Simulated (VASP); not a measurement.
# Cl (Pm-3m) in VASP: notebook

The runs below take Cl through single point, with PBEsol.

All numbers are computed with VASP 6.6.1; they aren't measurements. Logs are shortened: lines on timing, memory, paths and dates and some standing lists are left out, and cuts for length are marked.

## 1. The cell of the first run

Symmetry: Pm-3m, No. 221, cubic system. The conventional cell has a = 2.474 Å, b = 2.474 Å, c = 2.474 Å, α = 90.00°, β = 90.00°, γ = 90.00°. Within 3.3 Å of Cl (site symmetry m-3m) lie 6 Cl at 2.47 Å.

## 2. Single point, PBEsol (volume scaled by 0.7)

Input file INCAR:

```
SYSTEM = Cl
PREC = Accurate
ENCUT = 520
EDIFF = 1E-7
ISMEAR = -1
SIGMA = 0.08
LREAL = .False.
LASPH = .True.
NELM = 60
ALGO = Normal
ISIF = 2
LWAVE = .False.
LCHARG = .False.
GGA = PS
NBANDS = 10
```

Input file KPOINTS:

```
regular mesh
0
Gamma
  15 15 15
  0 0 0
```

Input file POSCAR:

```
Cl
1.0
    2.4739883501      0.0000000000      0.0000000000
    0.0000000000      2.4739883501      0.0000000000
    0.0000000000      0.0000000000      2.4739883501
Cl
1
Direct
    0.0000000000      0.0000000000      0.0000000000
```

Potentials or basis: VASP PAW PBE potentials, release 64 (Cl).

Run with:

```sh
cat potpaw_PBE.64/Cl/POTCAR > POTCAR
mpirun -np 1 vasp_std > vasp.out
```

OUTCAR:

```text
SYSTEM = Cl
   PREC = Accurate
   ENCUT = 520
   EDIFF = 1E-7
   ISMEAR = -1
   LREAL = .False.
   LASPH = .True.
   NELM = 60
   ISIF = 2
   GGA = PS

 ion  position               nearest neighbor table
   1  0.000  0.000  0.000-

  LATTYP: Found a simple cubic cell.
 ALAT       =     2.4739883501

  Lattice vectors:

 A1 = (   2.4739883501,   0.0000000000,   0.0000000000)
 A2 = (   0.0000000000,   2.4739883501,   0.0000000000)
 A3 = (   0.0000000000,   0.0000000000,   2.4739883501)

Analysis of symmetry for initial positions (statically):
=====================================================================
 Subroutine PRICEL returns:
 Original cell was already a primitive cell.

 Routine SETGRP: Setting up the symmetry group for a
 simple cubic supercell.

 Subroutine GETGRP returns: Found 48 space group operations
 (whereof 48 operations were pure point group operations)
 out of a pool of 48 trial point group operations.

The static configuration has the point symmetry O_h .

Analysis of symmetry for dynamics (positions and initial velocities):
=====================================================================
 Subroutine PRICEL returns:
 Original cell was already a primitive cell.

 Routine SETGRP: Setting up the symmetry group for a
 simple cubic supercell.

 Subroutine GETGRP returns: Found 48 space group operations
 (whereof 48 operations were pure point group operations)
 out of a pool of 48 trial point group operations.

The dynamic configuration has the point symmetry O_h .

 Subroutine INISYM returns: Found 48 space group operations
 (whereof 48 operations are pure point group operations),
 and found     1 'primitive' translations

----------------------------------------------------------------------------------------

                                     Primitive cell

  volume of cell :      15.1423

  direct lattice vectors                    reciprocal lattice vectors
     2.473988350  0.000000000  0.000000000     0.404205622  0.000000000  0.000000000
     0.000000000  2.473988350  0.000000000     0.000000000  0.404205622  0.000000000
     0.000000000  0.000000000  2.473988350     0.000000000  0.000000000  0.404205622

  length of vectors
     2.473988350  2.473988350  2.473988350     0.404205622  0.404205622  0.404205622

  position of ions in fractional coordinates (direct lattice)
     0.000000000  0.000000000  0.000000000

  ion indices of the primitive-cell ions
   primitive index   ion index
                 1           1

----------------------------------------------------------------------------------------

 KPOINTS: regular mesh

Automatic generation of k-mesh.
 Grid dimensions read from file:
 generate k-points for:   15   15   15

 Generating k-lattice:

  Cartesian coordinates                     Fractional coordinates (reciprocal lattice)
     0.026947041  0.000000000  0.000000000     0.066666667  0.000000000  0.000000000
     0.000000000  0.026947041  0.000000000     0.000000000  0.066666667  0.000000000
     0.000000000  0.000000000  0.026947041     0.000000000  0.000000000  0.066666667

  Length of vectors
     0.026947041  0.026947041  0.026947041

  Shift w.r.t. Gamma in fractional coordinates (k-lattice)
     0.000000000  0.000000000  0.000000000

 Subroutine IBZKPT returns following result:
 ===========================================

 Found    120 irreducible k-points:

 Following reciprocal coordinates:
            Coordinates               Weight
  0.000000  0.000000  0.000000      1.000000
  0.066667  0.000000  0.000000      6.000000
  0.133333  0.000000  0.000000      6.000000
  0.200000  0.000000  0.000000      6.000000
  0.266667  0.000000  0.000000      6.000000
  0.333333  0.000000  0.000000      6.000000
[... 16 lines left out ...]
  0.266667  0.200000  0.000000     24.000000
  0.333333  0.200000  0.000000     24.000000
 [... further k-points ...]
   k-points           NKPTS =    120   k-points in BZ     NKDIM =    120   number of bands    NBANDS=     10
   number of dos      NEDOS =    301   number of ions     NIONS =      1
   total plane-waves  NPLWV =   5832
   dimension x,y,z NGX =    18 NGY =   18 NGZ =   18
   dimension x,y,z NGXF=    36 NGYF=   36 NGZF=   36
   ions per type =               1
   NGX,Y,Z   is equivalent  to a cutoff of  12.10, 12.10, 12.10 a.u.
   NGXF,Y,Z  is equivalent  to a cutoff of  24.19, 24.19, 24.19 a.u.
 SYSTEM =  Cl
   PREC   = accura    normal or accurate (medium, high low for compatibility)
   ISTART =      0    job   : 0-new  1-cont  2-samecut
   ICHARG =      2    charge: 1-file 2-atom 10-const
   ISPIN  =      1    spin polarized calculation?
   LNONCOLLINEAR =      F non collinear calculations
   LSORBIT =      F    spin-orbit coupling
   LASPH  =      T    aspherical Exc in radial PAW
   ENCUT  =  520.0 eV  38.22 Ry    6.18 a.u.   4.60  4.60  4.60*2*pi/ulx,y,z
   NELM   =     60;   NELMIN=  2; NELMDL= -5     # of ELM steps
   EDIFF  = 0.1E-06   stopping-criterion for ELM
   LREAL  =      F    real-space projection
   EDIFFG = 0.1E-05   stopping-criterion for IOM
   NSW    =      0    number of steps for IOM
   IBRION =     -1    ionic relax: 0-MD 1-quasi-New 2-CG
   NFREE  =      0    steps in history (QN), initial steepest desc. (CG)
   ISIF   =      2    stress and relaxation
   ISYM   =      2    0-nonsym 1-usesym 2-fastsym
   POTIM  = 0.5000    time-step for ionic-motion
   TEBEG  =    0.0;   TEEND  =   0.0 temperature during run
   PSTRESS=    0.0 pullay stress
   NELECT =       7.0000    total number of electrons
   NUPDOWN=      -1.0000    fix difference up-down
   EMIN   =  10.00;   EMAX   =-10.00  energy-range for DOS
   EFERMI =   0.00;   METHOD = LEGACY
   ISMEAR =    -1;   SIGMA  =   0.08  broadening in eV -4-tet -1-fermi 0-gaus
   EFERMI_NEDOS =   21; number of points for ismear=-14 and -15
   IALGO  =     38    algorithm
   IMIX   =      4    mixing-type and parameters
     AMIX     =   0.40;   BMIX     =  1.00
     AMIX_MAG =   1.60;   BMIX_MAG =  1.00
  volume/ion in A,a.u.               =      15.14       102.19
  Fermi-wavevector in a.u.,A,eV,Ry     =   1.265833  2.392078 21.801078  1.602334
  Thomas-Fermi vector in A             =   2.399066
   LORBIT       =      0    0 simple, 1 ext, 2 COOP (PROOUT), +10 PAW based schemes
   GGA     = PS    functional components
   LHFCALC =     F    Hartree Fock is set to
   AEXX    =    0.0000 exact exchange contribution
   IVDW    =     0    specifies the selected vdW correction
   LEPSILON=     F    determine dielectric tensor
   LRPA    =     F    only Hartree local field effects (RPA)
 non-spin polarized calculation
  energy-cutoff  :      520.00
  volume of cell :       15.14
 maximum number of plane-waves:       437
   NGX =  9   NGY =  9   NGZ =  9

 number of electron       7.0000004 magnetization

 Free energy of the ion-electron system (eV)
  ---------------------------------------------------
  ext. energy  EPLUGINS =         0.00000000
  ---------------------------------------------------
  free energy    TOTEN  =        -0.88092787 eV

  energy without entropy =       -0.86745879  energy(sigma->0) =       -0.87419333

 E-fermi :   7.6980     XC(G=0): -11.2826

 val. band max:        7.6922037419   @ k =   0.4000   0.3333   0.1333
 cond. band min:       7.7057439297   @ k =   0.3333   0.0667   0.0667
 fundamental gap:      0.0135401877
 Fermi energy:         7.6980085346

 k-point     1 :       0.0000    0.0000    0.0000
  band No.  band energies     occupation
      1     -12.3181      2.00000
      2       7.3430      1.97663
      3       7.3430      1.97663
      4       7.3430      1.97663
      5      15.7661      0.00000
      6      15.7661      0.00000
      7      17.2608      0.00000
      8      31.0231      0.00000
      9      31.0231      0.00000
     10      31.0231      0.00000

 k-point     2 :       0.0667    0.0000    0.0000
  band No.  band energies     occupation
      1     -12.2398      2.00000
      2       6.6651      2.00000
      3       7.3922      1.95718
      4       7.3922      1.95718
      5      15.8388      0.00000
      6      16.3122      0.00000
      7      17.6112      0.00000
      8      30.2759      0.00000
      9      30.2759      0.00000
     10      31.0666      0.00000

 k-point     3 :       0.1333    0.0000    0.0000
  band No.  band energies     occupation
      1     -12.0086      2.00000
      2       5.1242      2.00000
      3       7.5349      1.76973
      4       7.5349      1.76973
      5      16.0516      0.00000
      6      17.0198      0.00000
      7      19.0670      0.00000
      8      28.7055      0.00000
      9      28.7055      0.00000
     10      31.1918      0.00000

 k-point     4 :       0.2000    0.0000    0.0000
  band No.  band energies     occupation
      1     -11.6376      2.00000
      2       3.3369      2.00000
      3       7.7553      0.65630
      4       7.7553      0.65630
      5      16.3878      0.00000
      6      17.5939      0.00000
      7      21.1728      0.00000
      8      27.0025      0.00000
      9      27.0025      0.00000
     10      31.3831      0.00000
[... 222 lines left out ...]
 k-point    22 :       0.2000    0.2000    0.0000
  band No.  band energies     occupation
      1     -10.9607      2.00000
      2       3.7772      2.00000
      3       3.9837      2.00000
      4       8.1556      0.00653
      5      17.6419      0.00000
      6      19.8313      0.00000
      7      21.9901      0.00000
      8      24.7801      0.00000
      9      27.0615      0.00000
     10      28.0680      0.00000

 k-point    23 :       0.2667    0.2000    0.0000
  band No.  band energies     occupation
      1     -10.4799      2.00000
      2       2.1664      2.00000
      3       4.2540      2.00000
      4       8.4179      0.00025
      5      17.9489      0.00000
      6      19.0690      0.00000
      7      23.2206      0.00000
      8      25.5084      0.00000
      9      25.9085      0.00000
     10      28.0246      0.00000

 k-point    24 :       0.3333    0.2000    0.0000
  band No.  band energies     occupation
      1      -9.9388      2.00000
      2       0.6572      2.00000
      3       4.6455      2.00000
      4       8.6881      0.00001
      5      17.4011      0.00000
      6      19.0628      0.00000
      7      23.8156      0.00000
      8      24.6963      0.00000
      9      26.5158      0.00000
     10      28.3164      0.00000

 [... further k-points ...]
[... 5 lines left out ...]
  --------------------------------------------------------------------------------------
  -------------------------------------------------------------------------------------
  Total        3.6305312      3.6305312      3.6305312     -0.0000000     -0.0000000      0.0000000
  in kB      384.1384708    384.1384708    384.1384708     -0.0000000     -0.0000000      0.0000000
  external PRESSURE =     384.1384708 kB  Pullay stress =       0.0000000 kB

 VOLUME and BASIS-vectors are now :
 -----------------------------------------------------------------------------
  energy-cutoff  :      520.00
  volume of cell :       15.14
      direct lattice vectors                 reciprocal lattice vectors
     2.473988350  0.000000000  0.000000000     0.404205622  0.000000000  0.000000000
     0.000000000  2.473988350  0.000000000     0.000000000  0.404205622  0.000000000
     0.000000000  0.000000000  2.473988350     0.000000000  0.000000000  0.404205622

 POSITION                                       TOTAL-FORCE (eV/Angst)
 -----------------------------------------------------------------------------------
      0.00000      0.00000      0.00000         0.000000      0.000000      0.000000
 -----------------------------------------------------------------------------------
    total drift:                               -0.000000     -0.000000      0.000000

  FREE ENERGIE OF THE ION-ELECTRON SYSTEM (eV)
  ---------------------------------------------------
  free  energy   TOTEN  =        -0.8809278655 eV

  energy  without entropy=       -0.8674587886  energy(sigma->0) =       -0.87419333
```

It took 7 s on 1 thread of AMD EPYC 9R45 (Zen 5), shared host; peak memory 0.09 GiB.

What came out:

| Property | Result |
| --- | --- |
| Free energy | -0.8809 eV |
| Pressure | 38.4 GPa |

Levels at points of the mesh, in eV from the Fermi level:
| k point | band 2 | band 3 | band 4 | band 5 | band 6 | band 7 |
| --- | --- | --- | --- | --- | --- | --- |
| (0.00, 0.00, 0.00) | -0.36 | -0.36 | -0.36 | 8.07 | 8.07 | 9.56 |

Caveat: the PAW data sets were made with another functional, which shifts forces and pressure a little; an odd number of electrons without spin polarisation forces a metal; a magnetic or distorted state may lie lower.

## 3. Single point, PBEsol (volume scaled by 0.8)

Input file INCAR:

```
  ALGO = Normal
  EDIFF = 1E-7
  ENCUT = 520
  GGA = PS
  ISIF = 2
  ISMEAR = -1
  LASPH = T
  LCHARG = T
  LELF = T
  LREAL = F
  LVHAR = T
  LWAVE = F
  NBANDS = 10
  NELM = 60
  PREC = Accurate
  SIGMA = 0.08
```

Input file KPOINTS:

```
k-points
0
Gamma
  15 15 15
```

Input file POSCAR:

```
Cl
1.0
    2.5865941988      0.0000000000      0.0000000000
    0.0000000000      2.5865941988      0.0000000000
    0.0000000000      0.0000000000      2.5865941988
Cl
1
Direct
    0.0000000000      0.0000000000      0.0000000000
```

Potentials or basis: VASP PAW PBE potentials, release 64 (Cl).

Run with:

```sh
cat potpaw_PBE.64/Cl/POTCAR > POTCAR
mpirun -np 1 vasp_std > vasp.out
```

Wall time 9.4 s (1 thread of AMD EPYC 9R45 (Zen 5), shared host); peak memory 0.1 GiB.

The run converged. Its results:

- Free energy: -1.2447 eV
- Pressure: 17.4 GPa

Levels at points of the mesh, in eV from the Fermi level:
```csv
k point,band 2,band 3,band 4,band 5,band 6,band 7
"(0.00, 0.00, 0.00)",-0.27,-0.27,-0.27,8.85,8.85,8.93
```

Caveat: the PAW data sets were made with another functional, which shifts forces and pressure a little; an odd number of electrons without spin polarisation forces a metal; a magnetic or distorted state may lie lower.

(Continued in part 2 of 2.)
